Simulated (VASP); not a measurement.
A run of VASP 6.6.1 is set up as follows.

The input INCAR:

```
PREC     = Accurate       # precision mode
ENCUT    = 500            # plane-wave cutoff, eV
EDIFF    = 1E-6           # SCF threshold, eV
ISMEAR   = 1              # smearing method
SIGMA    = 0.043          # smearing width, eV
LREAL    = False          # projectors in reciprocal space
LASPH    = True           # aspherical terms in the spheres
NELM     = 120            # most SCF steps
ALGO     = Normal         # electronic algorithm
ISIF     = 2              # what is computed and relaxed
LWAVE    = False          # write WAVECAR
LCHARG   = False          # write CHGCAR
GGA      = PE             # functional
NBANDS   = 12             # bands
GGA_COMPAT= False
```

KPOINTS

```
Automatic mesh
0
Gamma
  2 2 2
```

The input POSCAR:

```
Sb
1.0
    3.1224020000      0.0000000000      0.0000000000
    0.0000000000      4.3475180000      0.0000000000
   -0.0389150000      0.0000000000      4.4058520000
Sb
2
Direct
    0.9886110000      0.7500000000      0.7588340000
    0.0754422513      0.2500000000      0.2411660000
```

Potentials or basis: VASP PAW PBE potentials, release 64 (Sb).

Run with:

```sh
$ cat potpaw_PBE.64/Sb/POTCAR > POTCAR
$ mpirun -np 1 vasp_std > vasp.out
```

Question: What does it give for the largest force?

Answer: 0.686 eV/Å.

Question: What does it give for the pressure?

Answer: -1.2 GPa.

Question: What does it give for the band gap on the k mesh?

Answer: Zero (band 5 reaches 12.28 eV, above the bottom of band 6 at 3.70 eV).

Forces on the atoms (eV/Å):
```
Sb   0.023  0.000 -0.686
Sb  -0.023  0.000  0.686
```

Caveat: the k points lie up to 1.01 Å⁻¹ apart; spin-orbit coupling is left out, which moves the levels of the heavy elements.
